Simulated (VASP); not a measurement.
# ZnCu (Pm-3m) in VASP: a series of runs

Runs on ZnCu. Level: LDA. Tasks: single point.

Everything below comes from runs of VASP 6.6.1. Logs are shortened: lines on timing, memory, paths and dates and some standing lists are left out, and cuts for length are marked.

### Step 1. The cell of the first run

It takes space group Pm-3m (No. 221, cubic). The conventional cell has a = 2.925 Å, b = 2.925 Å, c = 2.925 Å, α = 90.00°, β = 90.00°, γ = 90.00°. Within 3.3 Å of Zn (site symmetry m-3m) lie 8 Cu at 2.53 Å and 6 Zn at 2.93 Å. Cu (site symmetry m-3m) has 8 Zn at 2.53 Å and 6 Cu at 2.93 Å within 3.3 Å.

### Step 2. Single point, LDA

INCAR

```
SYSTEM = ZnCu
PREC = Accurate
ENCUT = 600
EDIFF = 1E-6
ISMEAR = -1
SIGMA = 0.05
LREAL = .FALSE.
LASPH = .TRUE.
NELM = 120
ALGO = Normal
ISIF = 2
LWAVE = .FALSE.
LCHARG = .FALSE.
GGA = CA
NBANDS = 18
GGA_COMPAT = .FALSE.
```

KPOINTS

```
regular mesh
0
G
  9 9 9
  0 0 0
```

POSCAR

```
ZnCu
1.0
    2.9252343038      0.0000000000      0.0000000000
    0.0000000000      2.9252343038      0.0000000000
    0.0000000000      0.0000000000      2.9252343038
Zn Cu
1 1
Direct
    0.5000000000      0.5000000000      0.5000000000
    0.0000000000      0.0000000000      0.0000000000
```

Potentials or basis: VASP PAW LDA potentials, release 64 (Zn, Cu).

Started as:

```sh
cat potpaw_LDA.64/Zn/POTCAR potpaw_LDA.64/Cu/POTCAR > POTCAR
mpirun -np 1 vasp_std > vasp.out
```

OUTCAR:

```text
SYSTEM = ZnCu
   PREC = Accurate
   ENCUT = 600
   EDIFF = 1E-6
   ISMEAR = -1
   LREAL = .FALSE.
   LASPH = .TRUE.
   NELM = 120
   ISIF = 2
   GGA = CA

 ion  position               nearest neighbor table
   1  0.500  0.500  0.500-   2 2.53   2 2.53   2 2.53   2 2.53   2 2.53   2 2.53   2 2.53   2 2.53

   2  0.000  0.000  0.000-   1 2.53   1 2.53   1 2.53   1 2.53   1 2.53   1 2.53   1 2.53   1 2.53

  LATTYP: Found a simple cubic cell.
 ALAT       =     2.9252343038

  Lattice vectors:

 A1 = (   2.9252343038,   0.0000000000,   0.0000000000)
 A2 = (   0.0000000000,   2.9252343038,   0.0000000000)
 A3 = (   0.0000000000,   0.0000000000,   2.9252343038)

Analysis of symmetry for initial positions (statically):
=====================================================================
 Subroutine PRICEL returns:
 Original cell was already a primitive cell.

 Routine SETGRP: Setting up the symmetry group for a
 simple cubic supercell.

 Subroutine GETGRP returns: Found 48 space group operations
 (whereof 48 operations were pure point group operations)
 out of a pool of 48 trial point group operations.

The static configuration has the point symmetry O_h .

Analysis of symmetry for dynamics (positions and initial velocities):
=====================================================================
 Subroutine PRICEL returns:
 Original cell was already a primitive cell.

 Routine SETGRP: Setting up the symmetry group for a
 simple cubic supercell.

 Subroutine GETGRP returns: Found 48 space group operations
 (whereof 48 operations were pure point group operations)
 out of a pool of 48 trial point group operations.

The dynamic configuration has the point symmetry O_h .

 Subroutine INISYM returns: Found 48 space group operations
 (whereof 48 operations are pure point group operations),
 and found     1 'primitive' translations

----------------------------------------------------------------------------------------

                                     Primitive cell

  volume of cell :      25.0312

  direct lattice vectors                    reciprocal lattice vectors
     2.925234304  0.000000000  0.000000000     0.341852958  0.000000000  0.000000000
     0.000000000  2.925234304  0.000000000     0.000000000  0.341852958  0.000000000
     0.000000000  0.000000000  2.925234304     0.000000000  0.000000000  0.341852958

  length of vectors
     2.925234304  2.925234304  2.925234304     0.341852958  0.341852958  0.341852958

  position of ions in fractional coordinates (direct lattice)
     0.500000000  0.500000000  0.500000000
     0.000000000  0.000000000  0.000000000

  ion indices of the primitive-cell ions
   primitive index   ion index
                 1           1
                 2           2

----------------------------------------------------------------------------------------

 KPOINTS: regular mesh

Automatic generation of k-mesh.
 Grid dimensions read from file:
 generate k-points for:    9    9    9

 Generating k-lattice:

  Cartesian coordinates                     Fractional coordinates (reciprocal lattice)
     0.037983662  0.000000000  0.000000000     0.111111111  0.000000000  0.000000000
     0.000000000  0.037983662  0.000000000     0.000000000  0.111111111  0.000000000
     0.000000000  0.000000000  0.037983662     0.000000000  0.000000000  0.111111111

  Length of vectors
     0.037983662  0.037983662  0.037983662

  Shift w.r.t. Gamma in fractional coordinates (k-lattice)
     0.000000000  0.000000000  0.000000000

 Subroutine IBZKPT returns following result:
 ===========================================

 Found     35 irreducible k-points:

 Following reciprocal coordinates:
            Coordinates               Weight
  0.000000  0.000000  0.000000      1.000000
  0.111111  0.000000  0.000000      6.000000
  0.222222  0.000000  0.000000      6.000000
  0.333333  0.000000  0.000000      6.000000
  0.444444  0.000000  0.000000      6.000000
  0.111111  0.111111  0.000000     12.000000
[... 16 lines left out ...]
  0.333333  0.333333  0.111111     24.000000
  0.444444  0.333333  0.111111     48.000000
 [... further k-points ...]
   k-points           NKPTS =     35   k-points in BZ     NKDIM =     35   number of bands    NBANDS=     18
   number of dos      NEDOS =    301   number of ions     NIONS =      2
   total plane-waves  NPLWV =  13824
   dimension x,y,z NGX =    24 NGY =   24 NGZ =   24
   dimension x,y,z NGXF=    48 NGYF=   48 NGZF=   48
   ions per type =               1   1
   NGX,Y,Z   is equivalent  to a cutoff of  13.64, 13.64, 13.64 a.u.
   NGXF,Y,Z  is equivalent  to a cutoff of  27.28, 27.28, 27.28 a.u.
 SYSTEM =  ZnCu
   PREC   = accura    normal or accurate (medium, high low for compatibility)
   ISTART =      0    job   : 0-new  1-cont  2-samecut
   ICHARG =      2    charge: 1-file 2-atom 10-const
   ISPIN  =      1    spin polarized calculation?
   LNONCOLLINEAR =      F non collinear calculations
   LSORBIT =      F    spin-orbit coupling
   LASPH  =      T    aspherical Exc in radial PAW
   ENCUT  =  600.0 eV  44.10 Ry    6.64 a.u.   5.84  5.84  5.84*2*pi/ulx,y,z
   NELM   =    120;   NELMIN=  2; NELMDL= -5     # of ELM steps
   EDIFF  = 0.1E-05   stopping-criterion for ELM
   LREAL  =      F    real-space projection
   EDIFFG = 0.1E-04   stopping-criterion for IOM
   NSW    =      0    number of steps for IOM
   IBRION =     -1    ionic relax: 0-MD 1-quasi-New 2-CG
   NFREE  =      0    steps in history (QN), initial steepest desc. (CG)
   ISIF   =      2    stress and relaxation
   ISYM   =      2    0-nonsym 1-usesym 2-fastsym
   POTIM  = 0.5000    time-step for ionic-motion
   TEBEG  =    0.0;   TEEND  =   0.0 temperature during run
   PSTRESS=    0.0 pullay stress
   NELECT =      23.0000    total number of electrons
   NUPDOWN=      -1.0000    fix difference up-down
   EMIN   =  10.00;   EMAX   =-10.00  energy-range for DOS
   EFERMI =   0.00;   METHOD = LEGACY
   ISMEAR =    -1;   SIGMA  =   0.05  broadening in eV -4-tet -1-fermi 0-gaus
   EFERMI_NEDOS =   21; number of points for ismear=-14 and -15
   IALGO  =     38    algorithm
   IMIX   =      4    mixing-type and parameters
     AMIX     =   0.40;   BMIX     =  1.00
     AMIX_MAG =   1.60;   BMIX_MAG =  1.00
  volume/ion in A,a.u.               =      12.52        84.46
  Fermi-wavevector in a.u.,A,eV,Ry     =   1.591562  3.007615 34.464487  2.533068
  Thomas-Fermi vector in A             =   2.690083
   LORBIT       =      0    0 simple, 1 ext, 2 COOP (PROOUT), +10 PAW based schemes
   GGA     = CA    functional components
   LHFCALC =     F    Hartree Fock is set to
   AEXX    =    0.0000 exact exchange contribution
   IVDW    =     0    specifies the selected vdW correction
   LEPSILON=     F    determine dielectric tensor
   LRPA    =     F    only Hartree local field effects (RPA)
 non-spin polarized calculation
  energy-cutoff  :      600.00
  volume of cell :       25.03
 maximum number of plane-waves:       855
 NGX is ok and might be reduce to    24
   NGX = 11   NGY = 11   NGZ = 11

 number of electron      22.9999987 magnetization

 Free energy of the ion-electron system (eV)
  ---------------------------------------------------
  ext. energy  EPLUGINS =         0.00000000
  ---------------------------------------------------
  free energy    TOTEN  =        -6.75454421 eV

  energy without entropy =       -6.75049327  energy(sigma->0) =       -6.75251874

 E-fermi :   5.5679     XC(G=0): -12.8752

 val. band max:        5.4935050193   @ k =   0.3333   0.3333   0.0000
 cond. band min:       5.6941616685   @ k =   0.4444   0.4444   0.2222
 fundamental gap:      0.2006566492
 Fermi energy:         5.5679352053

 k-point     1 :       0.0000    0.0000    0.0000
  band No.  band energies     occupation
      1      -4.9907      2.00000
      2      -2.4721      2.00000
      3      -2.4721      2.00000
      4      -1.7550      2.00000
      5      -1.7550      2.00000
      6      -1.7550      2.00000
[... 10 lines left out ...]
     17      17.9426      0.00000
     18      29.2468      0.00000

 k-point     2 :       0.1111    0.0000    0.0000
  band No.  band energies     occupation
      1      -4.7647      2.00000
      2      -2.4454      2.00000
      3      -2.4223      2.00000
      4      -1.7747      2.00000
      5      -1.7747      2.00000
      6      -1.7446      2.00000
[... 10 lines left out ...]
     17      19.6457      0.00000
     18      27.2398      0.00000

 k-point     3 :       0.2222    0.0000    0.0000
  band No.  band energies     occupation
      1      -4.1088      2.00000
      2      -2.3765      2.00000
      3      -2.2794      2.00000
      4      -1.8246      2.00000
      5      -1.8246      2.00000
      6      -1.7182      2.00000
[... 10 lines left out ...]
     17      23.6438      0.00000
     18      24.3474      0.00000

 k-point     4 :       0.3333    0.0000    0.0000
  band No.  band energies     occupation
      1      -3.1583      2.00000
      2      -2.2959      2.00000
      3      -1.9941      2.00000
      4      -1.8808      2.00000
      5      -1.8808      2.00000
      6      -1.6878      2.00000
[... 10 lines left out ...]
     17      21.4596      0.00000
     18      21.4596      0.00000

 k-point     5 :       0.4444    0.0000    0.0000
  band No.  band energies     occupation
      1      -2.5431      2.00000
      2      -2.2418      2.00000
      3      -1.9173      2.00000
      4      -1.9173      2.00000
      5      -1.6678      2.00000
      6      -1.1334      2.00000
[... 10 lines left out ...]
     17      18.9644      0.00000
     18      19.5843      0.00000

 k-point     6 :       0.1111    0.1111    0.0000
  band No.  band energies     occupation
      1      -4.5422      2.00000
      2      -2.4105      2.00000
      3      -2.3829      2.00000
      4      -1.7949      2.00000
      5      -1.7855      2.00000
      6      -1.7489      2.00000
[... 10 lines left out ...]
     17      20.1281      0.00000
     18      24.2921      0.00000

 k-point     7 :       0.2222    0.1111    0.0000
  band No.  band energies     occupation
      1      -3.9012      2.00000
      2      -2.3436      2.00000
      3      -2.2474      2.00000
      4      -1.8372      2.00000
      5      -1.8331      2.00000
      6      -1.7392      2.00000
[... 10 lines left out ...]
     17      21.2834      0.00000
     18      23.8306      0.00000

 k-point     8 :       0.3333    0.1111    0.0000
  band No.  band energies     occupation
      1      -3.0051      2.00000
      2      -2.2670      2.00000
      3      -2.0760      2.00000
      4      -1.8915      2.00000
      5      -1.7418      2.00000
      6      -1.7237      2.00000
[... 10 lines left out ...]
     17      20.9206      0.00000
     18      21.6265      0.00000
[... 229 lines left out ...]
     17      22.0047      0.00000
     18      22.2644      0.00000

 k-point    20 :       0.2222    0.2222    0.1111
  band No.  band energies     occupation
      1      -3.1435      2.00000
      2      -2.2375      2.00000
      3      -2.1199      2.00000
      4      -1.8910      2.00000
      5      -1.8874      2.00000
      6      -1.7433      2.00000
[... 10 lines left out ...]
     17      21.8159      0.00000
     18      22.0467      0.00000

 k-point    21 :       0.3333    0.2222    0.1111
  band No.  band energies     occupation
      1      -2.5810      2.00000
      2      -2.2205      2.00000
      3      -2.0143      2.00000
      4      -1.9595      2.00000
      5      -1.8631      2.00000
      6      -1.3262      2.00000
[... 10 lines left out ...]
     17      21.3593      0.00000
     18      22.5978      0.00000

 k-point    22 :       0.4444    0.2222    0.1111
  band No.  band energies     occupation
      1      -2.3737      2.00000
      2      -2.2337      2.00000
      3      -2.0198      2.00000
      4      -1.9664      2.00000
      5      -1.8639      2.00000
      6      -0.1778      2.00000
[... 10 lines left out ...]
     17      22.1555      0.00000
     18      23.1251      0.00000

 k-point    23 :       0.3333    0.3333    0.1111
  band No.  band energies     occupation
      1      -2.5060      2.00000
      2      -2.2484      2.00000
      3      -1.9996      2.00000
      4      -1.9562      2.00000
      5      -1.7663      2.00000
      6      -0.6090      2.00000
[... 10 lines left out ...]
     17      20.1071      0.00000
     18      21.8859      0.00000

 k-point    24 :       0.4444    0.3333    0.1111
  band No.  band energies     occupation
      1      -2.5313      2.00000
      2      -2.2434      2.00000
      3      -2.0441      2.00000
      4      -1.9844      2.00000
      5      -1.6587      2.00000
      6       0.3280      2.00000
[... 10 lines left out ...]
     17      20.9452      0.00000
     18      22.0744      0.00000

 [... further k-points ...]
[... 5 lines left out ...]
  --------------------------------------------------------------------------------------
  -------------------------------------------------------------------------------------
  Total       -1.0235171     -1.0235171     -1.0235171      0.0000000      0.0000000      0.0000000
  in kB      -65.5124298    -65.5124298    -65.5124298      0.0000000      0.0000000      0.0000000
  external PRESSURE =     -65.5124298 kB  Pullay stress =       0.0000000 kB

 VOLUME and BASIS-vectors are now :
 -----------------------------------------------------------------------------
  energy-cutoff  :      600.00
  volume of cell :       25.03
      direct lattice vectors                 reciprocal lattice vectors
     2.925234304  0.000000000  0.000000000     0.341852958  0.000000000  0.000000000
     0.000000000  2.925234304  0.000000000     0.000000000  0.341852958  0.000000000
     0.000000000  0.000000000  2.925234304     0.000000000  0.000000000  0.341852958

 POSITION                                       TOTAL-FORCE (eV/Angst)
 -----------------------------------------------------------------------------------
      1.46262      1.46262      1.46262         0.000000      0.000000      0.000000
      0.00000      0.00000      0.00000         0.000000      0.000000      0.000000
 -----------------------------------------------------------------------------------
    total drift:                                0.000000      0.000000     -0.000000

  FREE ENERGIE OF THE ION-ELECTRON SYSTEM (eV)
  ---------------------------------------------------
  free  energy   TOTEN  =        -6.7545442105 eV

  energy  without entropy=       -6.7504932661  energy(sigma->0) =       -6.75251874
```

Run time: 5.4 s. Hardware: 1 thread of Intel Xeon 6975P-C (Granite Rapids), shared host; peak memory 0.13 GiB.

Results:

| Property | Result |
| --- | --- |
| Free energy | -6.7545 eV |
| Pressure | -6.6 GPa |

### Step 3. Single point, LDA

This run uses another cell than the first one, of 13.28 Å³/atom, 1.061 times its volume.

INCAR

```
PREC = Accurate ; ENCUT = 600
EDIFF = 1E-6 ; ISMEAR = -1
SIGMA = 0.05 ; LREAL = F
LASPH = T ; NELM = 120
ALGO = Normal ; ISIF = 2
LWAVE = F ; LCHARG = T
LELF = T ; LVHAR = T
NBANDS = 18 ; GGA_COMPAT = F
```

KPOINTS

```
regular mesh
0
Gamma
  9 9 9
```

POSCAR

```
ZnCu
1.0
    2.9837544443      0.0000000000      0.0000000000
    0.0000000000      2.9837544443      0.0000000000
    0.0000000000      0.0000000000      2.9837544443
Zn Cu
1 1
Direct
    0.5000000000      0.5000000000      0.5000000000
    0.0000000000      0.0000000000      0.0000000000
```

Potentials or basis: VASP PAW LDA potentials, release 64 (Zn, Cu).

Started as:

```sh
cat potpaw_LDA.64/Zn/POTCAR potpaw_LDA.64/Cu/POTCAR > POTCAR
mpirun -np 1 vasp_std > vasp.out
```

Wall time 5.8 s (1 thread of Intel Xeon 6975P-C (Granite Rapids), shared host); peak memory 0.13 GiB.

Results (log left out):

```
Free energy : -6.6619 eV
Pressure    : -12.5 GPa
```

Levels at points of the mesh, in eV from the Fermi level:
```
           k point  band 7  band 8  band 9  band 10  band 11  band 12  band 13  band 14  band 15  band 16
(0.00, 0.00, 0.00)   -3.56   -3.56   -2.77    -2.77    -2.77     5.97     5.97     5.97    11.08    11.08
```

### Step 4. Single point, LDA

This run uses another cell than the first one, of 13.54 Å³/atom, 1.082 times its volume.

INCAR

```
SYSTEM = ZnCu
  ALGO = Normal
  EDIFF = 1E-6
  ENCUT = 600
  GGA = CA
  GGA_COMPAT = .FALSE.
  ISIF = 2
  ISMEAR = -1
  LASPH = .TRUE.
  LCHARG = .FALSE.
  LREAL = .FALSE.
  LWAVE = .FALSE.
  NBANDS = 18
  NELM = 120
  PREC = Accurate
  SIGMA = 0.05
```

KPOINTS

```
k-points
0
G
  9 9 9
  0 0 0
```

POSCAR

```
ZnCu
1.0
    3.0027597620      0.0000000000      0.0000000000
    0.0000000000      3.0027597620      0.0000000000
    0.0000000000      0.0000000000      3.0027597620
Zn Cu
1 1
Direct
    0.5000000000      0.5000000000      0.5000000000
    0.0000000000      0.0000000000      0.0000000000
```

Started as:

```sh
cat potpaw_LDA.64/Zn/POTCAR potpaw_LDA.64/Cu/POTCAR > POTCAR
mpirun -np 1 vasp_std > vasp.out
```

Run time: 5.5 s. Hardware: 1 thread of Intel Xeon 6975P-C (Granite Rapids), shared host; peak memory 0.13 GiB.

The run converged. Its results:

* Free energy: -6.6198 eV
* Pressure: -14.0 GPa

Levels at points of the mesh, in eV from the Fermi level:
```csv
k point,band 8,band 9,band 10,band 11,band 12,band 13,band 14,band 15
"(0.00, 0.00, 0.00)",-3.51,-2.74,-2.74,-2.74,5.90,5.90,5.90,10.97
```

### Step 5. Overview

```csv
cell,gap on the mesh (eV),pressure (GPa)
"a = 2.925 Å, 2 atoms",none,-6.6
"a = 2.984 Å, 2 atoms",none,-12.5
"a = 3.003 Å, 2 atoms",none,-14.0
```

Alike in all rows: task single point; level LDA; potentials or basis VASP PAW LDA potentials, release 64 (Zn, Cu); no spin polarisation; k mesh 9 × 9 × 9; cutoff (eV) 600; smearing fermi-dirac 0.05 eV.

Absolute energies hang on the potentials; compare differences alone.
